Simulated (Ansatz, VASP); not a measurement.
**CaO in VASP and in Ansatz**

```xyz
2
Lattice="0.0031 2.4490 2.4490 2.4490 0.0031 2.4490 2.4521 2.4521 0.0000" Properties=species:S:1:pos:R:3 pbc="T T T"
Ca    0.0000    0.0000    0.0000
O     2.4521    2.4521    2.4490
```

Change from the starting cell: strain +0.0025 x Voigt [0, 0, 0, 0, 0, 1], atoms carried along.

Alike in both runs: task single point; functional PBE; k mesh 8 × 8 × 8; occupations gaussian, width 0.05 eV; no spin polarisation.

|  | VASP | Ansatz |
| --- | --- | --- |
| version | VASP 6.6.1 | Ansatz 0.2.0 |
| potentials or method | VASP PAW PBE potentials, release 64 (Ca_sv, O), cutoff 520 eV | scalar-relativistic, plane waves, PAW |
| valence electrons in the cell | 16 | 16 |

VASP gave:

| Quantity | Value |
| --- | --- |
| gap on the k mesh at the Fermi level (eV) | 3.64 |
| least direct gap on the mesh (eV) | 4.02 |
| pressure (GPa) | -3.5 |
| traceless stress, the component that is largest in VASP (GPa) | -0.19 |

Q: Estimate Ansatz's values.

A: gap on the k mesh at the Fermi level (eV): 3.66; least direct gap on the mesh (eV): 4.04; pressure (GPa): -4.0; traceless stress, the component that is largest in VASP (GPa): -0.19.
